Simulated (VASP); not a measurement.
# BaZrO3 (Pm-3m) in VASP: single point with HSE06

Aim: the single point of BaZrO3 with HSE06.

All numbers are computed with VASP 6.6.1; they aren't measurements. Logs are shortened: lines on timing, memory, paths and dates and some standing lists are left out, and cuts for length are marked.

### Step 1. The cell of the first run

Symmetry: Pm-3m, No. 221, cubic system. The conventional cell has a = 4.205 Å, b = 4.205 Å, c = 4.205 Å, α = 90.00°, β = 90.00°, γ = 90.00°. Ba (site symmetry m-3m) has 12 O at 2.97 Å and 8 Zr at 3.64 Å within 3.9 Å. Within 2.8 Å of Zr (site symmetry m-3m) lie 6 O at 2.10 Å. O (site symmetry 4/mmm) has 2 Zr at 2.10 Å within 2.8 Å.

### Step 2. Single point, HSE06

Input file POSCAR:

```
BaZrO3
1.0
    4.2053517891      0.0000000000      0.0000000000
    0.0000000000      4.2053517891      0.0000000000
    0.0000000000      0.0000000000      4.2053517891
Ba Zr O
1 1 3
Direct
    0.0000000000      0.0000000000      0.0000000000
    0.5000000000      0.5000000000      0.5000000000
    0.0000000000      0.5000000000      0.5000000000
    0.5000000000      0.0000000000      0.5000000000
    0.5000000000      0.5000000000      0.0000000000
```

Input file INCAR.step1:

```
ALGO     = Normal         # electronic algorithm
EDIFF    = 1E-5           # SCF threshold, eV
ENCUT    = 520            # plane-wave cutoff, eV
GGA      = PE             # functional
ISIF     = 2              # what is computed and relaxed
ISMEAR   = 0              # smearing method
LASPH    = True           # aspherical terms in the spheres
LREAL    = False          # projectors in reciprocal space
LWAVE    = True           # write WAVECAR
NBANDS   = 28             # bands
NELM     = 60             # most SCF steps
PREC     = Accurate       # precision mode
SIGMA    = 0.01           # smearing width, eV
```

Input file INCAR.step2:

```
ALGO     = Normal         # electronic algorithm
EDIFF    = 1E-7           # SCF threshold, eV
ENCUT    = 520            # plane-wave cutoff, eV
GGA      = PE             # functional
HFSCREEN = 0.2079         # screening, 1/A
ISIF     = 2              # what is computed and relaxed
ISMEAR   = 0              # smearing method
ISTART   = 1            
LASPH    = True           # aspherical terms in the spheres
LCHARG   = True           # write CHGCAR
LELF     = True           # ELF
LHFCALC  = True           # exact exchange
LREAL    = False          # projectors in reciprocal space
LVHAR    = True         
LWAVE    = False          # write WAVECAR
NBANDS   = 28             # bands
NELM     = 60             # most SCF steps
PREC     = Accurate       # precision mode
PRECFOCK = Fast         
SIGMA    = 0.01           # smearing width, eV
```

Input file KPOINTS:

```
k-points
0
Gamma
  4 4 4
```

Potentials or basis: VASP PAW PBE potentials, release 64 (Ba_sv, Zr_sv, O).

The run is started by

```console
> cat potpaw_PBE.64/Ba_sv/POTCAR potpaw_PBE.64/Zr_sv/POTCAR potpaw_PBE.64/O/POTCAR > POTCAR
> cp INCAR.step1 INCAR
> mpirun -np 1 vasp_std > vasp.out
> cp INCAR.step2 INCAR
> mpirun -np 1 vasp_std > vasp.out
```

OUTCAR:

```text
EDIFF = 1E-7
   ENCUT = 520
   GGA = PE
   HFSCREEN = 0.2079
   ISIF = 2
   ISMEAR = 0
   ISTART = 1
   LASPH = True
   LHFCALC = True
   LREAL = False
   NELM = 60
   PREC = Accurate
   PRECFOCK = Fast

 ion  position               nearest neighbor table
   1  0.000  0.000  0.000-   3 2.97   4 2.97   5 2.97   3 2.97   4 2.97   3 2.97   5 2.97   3 2.97
                             4 2.97   5 2.97   4 2.97   5 2.97   2 3.64   2 3.64   2 3.64   2 3.64
   2  0.500  0.500  0.500-   3 2.10   4 2.10   5 2.10   5 2.10   4 2.10   3 2.10   1 3.64   1 3.64
                             1 3.64   1 3.64   1 3.64   1 3.64   1 3.64   1 3.64
   3  0.000  0.500  0.500-   2 2.10   2 2.10   1 2.97   1 2.97   1 2.97   1 2.97
   4  0.500  0.000  0.500-   2 2.10   2 2.10   1 2.97   1 2.97   1 2.97   1 2.97
   5  0.500  0.500  0.000-   2 2.10   2 2.10   1 2.97   1 2.97   1 2.97   1 2.97

  LATTYP: Found a simple cubic cell.
 ALAT       =     4.2053517891

  Lattice vectors:

 A1 = (   4.2053517891,   0.0000000000,   0.0000000000)
 A2 = (   0.0000000000,   4.2053517891,   0.0000000000)
 A3 = (   0.0000000000,   0.0000000000,   4.2053517891)

Analysis of symmetry for initial positions (statically):
=====================================================================
 Subroutine PRICEL returns:
 Original cell was already a primitive cell.

 Routine SETGRP: Setting up the symmetry group for a
 simple cubic supercell.

 Subroutine GETGRP returns: Found 48 space group operations
 (whereof 48 operations were pure point group operations)
 out of a pool of 48 trial point group operations.

The static configuration has the point symmetry O_h .

Analysis of symmetry for dynamics (positions and initial velocities):
=====================================================================
 Subroutine PRICEL returns:
 Original cell was already a primitive cell.

 Routine SETGRP: Setting up the symmetry group for a
 simple cubic supercell.

 Subroutine GETGRP returns: Found 48 space group operations
 (whereof 48 operations were pure point group operations)
 out of a pool of 48 trial point group operations.

The dynamic configuration has the point symmetry O_h .

 Subroutine INISYM returns: Found 48 space group operations
 (whereof 48 operations are pure point group operations),
 and found     1 'primitive' translations

----------------------------------------------------------------------------------------

                                     Primitive cell

  volume of cell :      74.3716

  direct lattice vectors                    reciprocal lattice vectors
     4.205351789  0.000000000  0.000000000     0.237792235  0.000000000  0.000000000
     0.000000000  4.205351789  0.000000000     0.000000000  0.237792235  0.000000000
     0.000000000  0.000000000  4.205351789     0.000000000  0.000000000  0.237792235

  length of vectors
     4.205351789  4.205351789  4.205351789     0.237792235  0.237792235  0.237792235

  position of ions in fractional coordinates (direct lattice)
     0.000000000  0.000000000  0.000000000
     0.500000000  0.500000000  0.500000000
     0.000000000  0.500000000  0.500000000
     0.500000000  0.000000000  0.500000000
     0.500000000  0.500000000  0.000000000

  ion indices of the primitive-cell ions
   primitive index   ion index
                 1           1
                 2           2
                 3           3
                 4           4
                 5           5

----------------------------------------------------------------------------------------

 KPOINTS: k-points

Automatic generation of k-mesh.
 Grid dimensions read from file:
 generate k-points for:    4    4    4

 Generating k-lattice:

  Cartesian coordinates                     Fractional coordinates (reciprocal lattice)
     0.059448059  0.000000000  0.000000000     0.250000000  0.000000000  0.000000000
     0.000000000  0.059448059  0.000000000     0.000000000  0.250000000  0.000000000
     0.000000000  0.000000000  0.059448059     0.000000000  0.000000000  0.250000000

  Length of vectors
     0.059448059  0.059448059  0.059448059

  Shift w.r.t. Gamma in fractional coordinates (k-lattice)
     0.000000000  0.000000000  0.000000000

 Subroutine IBZKPT returns following result:
 ===========================================

 Found     10 irreducible k-points:

 Following reciprocal coordinates:
            Coordinates               Weight
  0.000000  0.000000  0.000000      1.000000
  0.250000  0.000000  0.000000      6.000000
  0.500000  0.000000  0.000000      3.000000
  0.250000  0.250000  0.000000     12.000000
  0.500000  0.250000  0.000000     12.000000
  0.500000  0.500000  0.000000      3.000000
  0.250000  0.250000  0.250000      8.000000
  0.500000  0.250000  0.250000     12.000000
  0.500000  0.500000  0.250000      6.000000
  0.500000  0.500000  0.500000      1.000000
   k-points           NKPTS =     10   k-points in BZ     NKDIM =     64   number of bands    NBANDS=     28
   number of dos      NEDOS =    301   number of ions     NIONS =      5
   total plane-waves  NPLWV =  32768
   dimension x,y,z NGX =    32 NGY =   32 NGZ =   32
   dimension x,y,z NGXF=    64 NGYF=   64 NGZF=   64
   ions per type =               1   1   3
   NGX,Y,Z   is equivalent  to a cutoff of  12.65, 12.65, 12.65 a.u.
   NGXF,Y,Z  is equivalent  to a cutoff of  25.30, 25.30, 25.30 a.u.
 SYSTEM =  unknown system
   PREC   = accura    normal or accurate (medium, high low for compatibility)
   ISTART =      1    job   : 0-new  1-cont  2-samecut
   ICHARG =      0    charge: 1-file 2-atom 10-const
   ISPIN  =      1    spin polarized calculation?
   LNONCOLLINEAR =      F non collinear calculations
   LSORBIT =      F    spin-orbit coupling
   LASPH  =      T    aspherical Exc in radial PAW
   ENCUT  =  520.0 eV  38.22 Ry    6.18 a.u.   7.82  7.82  7.82*2*pi/ulx,y,z
   NELM   =     60;   NELMIN=  2; NELMDL=  0     # of ELM steps
   EDIFF  = 0.1E-06   stopping-criterion for ELM
   LREAL  =      F    real-space projection
   EDIFFG = 0.1E-05   stopping-criterion for IOM
   NSW    =      0    number of steps for IOM
   IBRION =     -1    ionic relax: 0-MD 1-quasi-New 2-CG
   NFREE  =      0    steps in history (QN), initial steepest desc. (CG)
   ISIF   =      2    stress and relaxation
   ISYM   =      3    0-nonsym 1-usesym 2-fastsym
   POTIM  = 0.5000    time-step for ionic-motion
   TEBEG  =    0.0;   TEEND  =   0.0 temperature during run
   PSTRESS=    0.0 pullay stress
   NELECT =      40.0000    total number of electrons
   NUPDOWN=      -1.0000    fix difference up-down
   EMIN   =  10.00;   EMAX   =-10.00  energy-range for DOS
   EFERMI =   0.00;   METHOD = LEGACY
   ISMEAR =     0;   SIGMA  =   0.01  broadening in eV -4-tet -1-fermi 0-gaus
   EFERMI_NEDOS =   21; number of points for ismear=-14 and -15
   IALGO  =     38    algorithm
   IMIX   =      1    mixing-type and parameters
     AMIX     =   0.40;   BMIX     =  1.00
     AMIX_MAG =   1.60;   BMIX_MAG =  1.00
  volume/ion in A,a.u.               =      14.87       100.38
  Fermi-wavevector in a.u.,A,eV,Ry     =   1.331351  2.515888 24.116257  1.772495
  Thomas-Fermi vector in A             =   2.460368
   LORBIT       =      0    0 simple, 1 ext, 2 COOP (PROOUT), +10 PAW based schemes
   GGA     = PE    functional components
   LHFCALC =     T    Hartree Fock is set to
   PRECFOCK=fast      Normal, Fast or Accurate (Low or Medium for compatibility)
   ENCUT4O =  -1.0   cutoff for four orbital integrals eV
   NKREDX  =     1    reduce k-point grid by
   NKREDY  =     1    reduce k-point grid by
   NKREDZ  =     1    reduce k-point grid by
   AEXX    =    0.2500 exact exchange contribution
   HFSCREEN=    0.2079 screening length (either q_TF or 0.3 A-1)
   HFSCREENC=   0.2079 screening length for correlation (either q_TF or 0.3 A-1)
   ENCUTFOCK=  -1.0 apply spherical cutoff to Coloumb kernel
   IVDW    =     0    specifies the selected vdW correction
   LEPSILON=     F    determine dielectric tensor
   LRPA    =     F    only Hartree local field effects (RPA)
 non-spin polarized calculation
 Gauss-broadening in eV      SIGMA  =   0.01
  energy-cutoff  :      520.00
  volume of cell :       74.37
 maximum number of plane-waves:      2016
 NGX is ok and might be reduce to    32
  NGX = 18; NGY = 18; NGZ = 18

 number of electron      39.9999994 magnetization

 Free energy of the ion-electron system (eV)
  ---------------------------------------------------
  ext. energy  EPLUGINS =         0.00000000
  ---------------------------------------------------
  free energy    TOTEN  =       -49.81256763 eV

  energy without entropy =      -49.81256763  energy(sigma->0) =      -49.81256763

 E-fermi :   2.7892     XC(G=0):  -8.8251

 val. band max:        2.6842775392   @ k =   0.5000   0.5000   0.5000
 cond. band min:       7.3262143622   @ k =   0.0000   0.0000   0.0000
 fundamental gap:      4.6419368230
 Fermi energy:         2.7891506105

 k-point     1 :       0.0000    0.0000    0.0000
  band No.  band energies     occupation
      1     -47.2778      2.00000
      2     -24.0478      2.00000
      3     -24.0478      2.00000
      4     -24.0478      2.00000
      5     -24.0250      2.00000
      6     -15.2649      2.00000
[... 20 lines left out ...]
     27      11.6637      0.00000
     28      11.6637      0.00000

 k-point     2 :       0.2500    0.0000    0.0000
  band No.  band energies     occupation
      1     -47.2759      2.00000
      2     -24.2982      2.00000
      3     -24.0427      2.00000
      4     -24.0427      2.00000
      5     -23.8880      2.00000
      6     -15.3077      2.00000
[... 20 lines left out ...]
     27      11.6659      0.00000
     28      12.1973      0.00000

 k-point     3 :       0.5000    0.0000    0.0000
  band No.  band energies     occupation
      1     -47.2741      2.00000
      2     -24.4549      2.00000
      3     -24.0377      2.00000
      4     -24.0377      2.00000
      5     -23.8359      2.00000
      6     -15.4172      2.00000
[... 20 lines left out ...]
     27      11.6490      0.00000
     28      12.8950      0.00000

 k-point     4 :       0.2500    0.2500    0.0000
  band No.  band energies     occupation
      1     -47.2741      2.00000
      2     -24.2894      2.00000
      3     -24.1927      2.00000
      4     -24.0378      2.00000
      5     -23.8665      2.00000
      6     -15.1895      2.00000
[... 144 lines left out ...]
     27      11.9721      0.00000
     28      13.1419      0.00000

 k-point     9 :       0.5000    0.5000    0.2500
  band No.  band energies     occupation
      1     -47.2686      2.00000
      2     -24.3235      2.00000
      3     -24.3235      2.00000
      4     -24.1772      2.00000
      5     -23.9020      2.00000
      6     -14.5479      2.00000
[... 20 lines left out ...]
     27      12.5010      0.00000
     28      13.7857      0.00000

 k-point    10 :       0.5000    0.5000    0.5000
  band No.  band energies     occupation
      1     -47.2668      2.00000
      2     -24.3172      2.00000
      3     -24.3172      2.00000
      4     -24.3172      2.00000
      5     -23.8826      2.00000
      6     -13.9473      2.00000
[... 20 lines left out ...]
     27      13.5184      0.00000
     28      13.5184      0.00000

------------------------ aborting loop because EDIFF is reached ----------------------------------------

  FORCE on cell =-STRESS in cart. coord.  units (eV):
  Direction    XX          YY          ZZ          XY          YZ          ZX
  --------------------------------------------------------------------------------------
  -------------------------------------------------------------------------------------
  Total       -0.2387997     -0.2387997     -0.2387997      0.0000000      0.0000000     -0.0000000
  in kB       -5.1444317     -5.1444317     -5.1444317      0.0000000      0.0000000     -0.0000000
  external PRESSURE =      -5.1444317 kB  Pullay stress =       0.0000000 kB

 VOLUME and BASIS-vectors are now :
 -----------------------------------------------------------------------------
  energy-cutoff  :      520.00
  volume of cell :       74.37
      direct lattice vectors                 reciprocal lattice vectors
     4.205351789  0.000000000  0.000000000     0.237792235  0.000000000  0.000000000
     0.000000000  4.205351789  0.000000000     0.000000000  0.237792235  0.000000000
     0.000000000  0.000000000  4.205351789     0.000000000  0.000000000  0.237792235

 POSITION                                       TOTAL-FORCE (eV/Angst)
 -----------------------------------------------------------------------------------
      0.00000      0.00000      0.00000         0.000000      0.000000      0.000000
      2.10268      2.10268      2.10268         0.000000      0.000000      0.000000
      0.00000      2.10268      2.10268         0.000000      0.000000      0.000000
      2.10268      0.00000      2.10268         0.000000      0.000000      0.000000
      2.10268      2.10268      0.00000         0.000000      0.000000      0.000000
 -----------------------------------------------------------------------------------
    total drift:                               -0.000000     -0.000001     -0.000001

  FREE ENERGIE OF THE ION-ELECTRON SYSTEM (eV)
  ---------------------------------------------------
  free  energy   TOTEN  =       -49.8125676254 eV

  energy  without entropy=      -49.8125676254  energy(sigma->0) =      -49.81256763
```

Run time: 18 min. Hardware: 1 thread of Oxide Virtual Turin-like, shared host; peak memory 0.27 GiB.

Results:

| Item | Value |
| --- | --- |
| Free energy | -49.8126 eV |
| Pressure | -0.5 GPa |
| Band gap on the k mesh | 4.64 eV (least direct gap 4.94 eV) |

Caveat: the PAW data sets were made with another functional, which shifts forces and pressure a little; spin-orbit coupling is left out, which moves the levels of the heavy elements. A k mesh can miss the band edges.
